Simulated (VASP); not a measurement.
# Sc2Al (P6_3/mmc) in VASP: electric field gradients with LDA

Aim: the electric field gradients of Sc2Al with LDA.

All numbers are computed with VASP 6.6.1; they aren't measurements. Logs are shortened: lines on timing, memory, paths and dates and some standing lists are left out, and cuts for length are marked.

## Step 1: The cell of the first run

Symmetry: P6_3/mmc, No. 194, hexagonal system. The conventional cell has a = 4.795 Å, b = 4.795 Å, c = 6.013 Å, α = 90.00°, β = 90.00°, γ = 120.00°. Within 4.0 Å of Sc (site symmetry -3m) lie 8 Sc at 3.01 to 3.15 Å and 6 Al at 3.15 Å. Sc (site symmetry -6m2) has 5 Al at 2.77 to 3.01 Å and 6 Sc at 3.15 Å within 3.6 Å. Al (site symmetry -6m2) has 11 Sc at 2.77 to 3.15 Å within 3.6 Å.

## Step 2: Electric field gradients, LDA

Input file INCAR:

```
PREC = Accurate
ENCUT = 520
EDIFF = 1E-8
ISMEAR = -1
SIGMA = 0.15
LREAL = F
LASPH = T
NELM = 100
ALGO = Fast
ISIF = 2
LWAVE = F
LCHARG = F
GGA = CA
LEFG = T
NBANDS = 34
```

Input file KPOINTS:

```
Automatic mesh
0
Gamma
  12 12 6
```

Input file POSCAR:

```
Sc2Al
1.0
    4.7952771199      0.0000000000      0.0000000000
   -2.3976385599      4.1528318040      0.0000000000
    0.0000000000      0.0000000000      6.0131978033
Sc Al
4 2
Direct
    0.0000000000      0.0000000000      0.0000000000
    0.0000000000      0.0000000000      0.5000000000
    0.3333333333      0.6666666667      0.7500000000
    0.6666666667      0.3333333333      0.2500000000
    0.3333333333      0.6666666667      0.2500000000
    0.6666666667      0.3333333333      0.7500000000
```

Potentials or basis: VASP PAW LDA potentials, release 64 (Sc_sv, Al).

Command:

```bash
$ cat potpaw_LDA.64/Sc_sv/POTCAR potpaw_LDA.64/Al/POTCAR > POTCAR
$ mpirun -np 1 vasp_std > vasp.out
```

OUTCAR:

```text
PREC = Accurate
   ENCUT = 520
   EDIFF = 1E-8
   ISMEAR = -1
   LREAL = F
   LASPH = T
   NELM = 100
   ISIF = 2
   GGA = CA

 ion  position               nearest neighbor table
   1  0.000  0.000  0.000-   2 3.01   2 3.01   4 3.15   5 3.15   6 3.15   3 3.15   3 3.15   5 3.15
                             4 3.15   6 3.15   4 3.15   6 3.15   3 3.15   5 3.15
   2  0.000  0.000  0.500-   1 3.01   1 3.01   4 3.15   5 3.15   6 3.15   3 3.15   3 3.15   5 3.15
                             4 3.15   6 3.15   4 3.15   6 3.15   3 3.15   5 3.15
   3  0.333  0.667  0.750-   6 2.77   6 2.77   6 2.77   5 3.01   5 3.01   1 3.15   2 3.15   2 3.15
                             1 3.15   2 3.15   1 3.15
   4  0.667  0.333  0.250-   5 2.77   5 2.77   5 2.77   6 3.01   6 3.01   1 3.15   2 3.15   1 3.15
                             2 3.15   1 3.15   2 3.15
   5  0.333  0.667  0.250-   4 2.77   4 2.77   4 2.77   3 3.01   3 3.01   1 3.15   2 3.15   2 3.15
                             1 3.15   2 3.15   1 3.15
   6  0.667  0.333  0.750-   3 2.77   3 2.77   3 2.77   4 3.01   4 3.01   1 3.15   2 3.15   1 3.15
                             2 3.15   1 3.15   2 3.15

  LATTYP: Found a hexagonal cell.
 ALAT       =     4.7952771199
 C/A-ratio  =     1.2539833784

  Lattice vectors:

 A1 = (   4.7952771199,   0.0000000000,   0.0000000000)
 A2 = (  -2.3976385599,   4.1528318040,   0.0000000000)
 A3 = (   0.0000000000,   0.0000000000,   6.0131978033)

Analysis of symmetry for initial positions (statically):
=====================================================================
 Subroutine PRICEL returns:
 Original cell was already a primitive cell.

 Routine SETGRP: Setting up the symmetry group for a
 hexagonal supercell.

 Subroutine GETGRP returns: Found 24 space group operations
 (whereof 12 operations were pure point group operations)
 out of a pool of 24 trial point group operations.

The static configuration has the point symmetry D_3d.
 The point group associated with its full space group is D_6h.

Analysis of symmetry for dynamics (positions and initial velocities):
=====================================================================
 Subroutine PRICEL returns:
 Original cell was already a primitive cell.

 Routine SETGRP: Setting up the symmetry group for a
[... 173 lines left out ...]
      1     -43.6602      2.00000
      2     -43.5845      2.00000
      3     -43.5303      2.00000
      4     -43.5141      2.00000
      5     -22.8413      2.00000
      6     -22.7612      2.00000
[... 877 lines left out ...]
     33       7.1617      0.00000
     34       7.7214      0.00000

 [... further k-points ...]

------------------------ aborting loop because EDIFF is reached ----------------------------------------

  FORCE on cell =-STRESS in cart. coord.  units (eV):
  Direction    XX          YY          ZZ          XY          YZ          ZX
  --------------------------------------------------------------------------------------
  -------------------------------------------------------------------------------------
  Total        0.1282229      0.1282229      0.1035131      0.0000000      0.0000000     -0.0000000
  in kB        1.7155863      1.7155863      1.3849761      0.0000000      0.0000000     -0.0000000
  external PRESSURE =       1.6053829 kB  Pullay stress =       0.0000000 kB

 VOLUME and BASIS-vectors are now :
 -----------------------------------------------------------------------------
  energy-cutoff  :      520.00
  volume of cell :      119.75
      direct lattice vectors                 reciprocal lattice vectors
     4.795277120  0.000000000  0.000000000     0.208538521  0.120399771  0.000000000
    -2.397638560  4.152831804  0.000000000     0.000000000  0.240799543  0.000000000
     0.000000000  0.000000000  6.013197803     0.000000000  0.000000000  0.166300866

 POSITION                                       TOTAL-FORCE (eV/Angst)
 -----------------------------------------------------------------------------------
      0.00000      0.00000      0.00000        -0.000000      0.000000      0.000000
      0.00000      0.00000      3.00660        -0.000000      0.000000      0.000000
     -0.00000      2.76855      4.50990        -0.000000      0.000000     -0.000000
      2.39764      1.38428      1.50330         0.000000     -0.000000      0.000000
     -0.00000      2.76855      1.50330        -0.000000     -0.000000      0.000000
      2.39764      1.38428      4.50990        -0.000000      0.000000      0.000000
 -----------------------------------------------------------------------------------
    total drift:                               -0.000000      0.000000     -0.000000

  FREE ENERGIE OF THE ION-ELECTRON SYSTEM (eV)
  ---------------------------------------------------
  free  energy   TOTEN  =       -37.7082001997 eV

  energy  without entropy=      -37.2297131222  energy(sigma->0) =      -37.46895666

 Electric field gradients (V/A^2)
---------------------------------------------------------------------
 ion       V_xx      V_yy      V_zz      V_xy      V_xz      V_yz
---------------------------------------------------------------------
   1       7.042     7.041   -14.083    -0.001     0.000    -0.000
   2       7.042     7.041   -14.083    -0.001    -0.000     0.000
   3      -2.598    -2.599     5.197    -0.001    -0.000     0.000
   4      -2.598    -2.599     5.197    -0.001     0.000    -0.000
   5      -4.302    -4.302     8.604    -0.000    -0.000     0.000
   6      -4.302    -4.302     8.604    -0.000     0.000    -0.000
---------------------------------------------------------------------

 Electric field gradients after diagonalization (V/A^2)
 (convention: |V_zz| > |V_xx| > |V_yy|)
----------------------------------------------------------------------
 ion       V_xx      V_yy      V_zz     asymmetry (V_yy - V_xx)/ V_zz
----------------------------------------------------------------------
   1       7.043     7.040   -14.083       0.000
   2       7.043     7.040   -14.083       0.000
   3      -2.600    -2.597     5.197       0.000
   4      -2.600    -2.597     5.197       0.000
   5      -4.302    -4.302     8.604       0.000
   6      -4.302    -4.302     8.604       0.000
----------------------------------------------------------------------

           NMR quadrupolar parameters

 Cq : quadrupolar parameter    Cq=e*Q*V_zz/h
 eta: asymmetry parameters     (V_yy - V_xx)/ V_zz
 Q  : nuclear electric quadrupole moment in mb (millibarn)
----------------------------------------------------------------------
 ion       Cq(MHz)       eta       Q (mb)
----------------------------------------------------------------------
   1      -0.034       0.000       1.000
   2      -0.034       0.000       1.000
   3       0.013       0.000       1.000
   4       0.013       0.000       1.000
   5       0.021       0.000       1.000
   6       0.021       0.000       1.000
----------------------------------------------------------------------
```

OSZICAR:

```text
N       E                     dE             d eps       ncg     rms          rms(c)
DAV:   1     0.867065293582E+03    0.86707E+03   -0.20766E+04  5208   0.152E+03
DAV:   2     0.385554984989E+02   -0.82851E+03   -0.81302E+03  7456   0.699E+02
DAV:   3    -0.381022175116E+02   -0.76658E+02   -0.73072E+02  8640   0.274E+02
[... 24 lines left out ...]
RMM:  28    -0.377082001505E+02   -0.23709E-07   -0.23609E-07  4570   0.615E-04    0.198E-04
RMM:  29    -0.377082001681E+02   -0.17560E-07   -0.18084E-07  4494   0.614E-04    0.163E-04
RMM:  30    -0.377082001813E+02   -0.13248E-07   -0.12913E-07  4445   0.535E-04    0.118E-04
RMM:  31    -0.377082001918E+02   -0.10511E-07   -0.10578E-07  4344   0.425E-04    0.811E-05
RMM:  32    -0.377082001997E+02   -0.79299E-08   -0.78654E-08  4260   0.373E-04
   1 F= -.37708200E+02 E0= -.37468957E+02  d E =-.478487E+00
```

stdout:

```text
POSCAR found type information on POSCAR ScAl
 POSCAR found :  2 types and       6 ions
 scaLAPACK will be used
 LDA part: xc-table for (Slater(with rela. corr.)+CA(PZ))
 , standard interpolation
 POSCAR, INCAR and KPOINTS ok, starting setup
 FFT: planning ... GRIDC
 FFT: planning ... GRID_SOFT
 FFT: planning ... GRID
 WAVECAR not read
 entering main loop
ion   1

ion   2

ion   3

ion   4

ion   5

ion   6
```

Wall time 9.8 min (1 thread of AMD EPYC 7R13 (Zen 3), shared host); peak memory 0.33 GiB.

What came out:

```yaml
Free_energy: -37.7082 eV
Pressure: 0.2 GPa
Band_gap_on_the_k_mesh: zero (bands 25 and 26 overlap by 0.81 eV)
Largest_electric_field_gradient_by_atom: Sc -14.1, +5.2 (each value once); Al +8.6 V/Å²
```

Electric field gradients, principal values (V/Å²):
| atom | least | middle | greatest (by size) |
| --- | --- | --- | --- |
| 1 Sc | 7.040 | 7.043 | -14.083 |
| 2 Sc | 7.040 | 7.043 | -14.083 |
| 3 Sc | -2.597 | -2.600 | 5.197 |
| 4 Sc | -2.597 | -2.600 | 5.197 |
| 5 Al | -4.302 | -4.302 | 8.604 |
| 6 Al | -4.302 | -4.302 | 8.604 |

Caveat: without QUAD_EFG the Cq values of the log hold for a quadrupole moment of 1 mb, not for the nuclei.
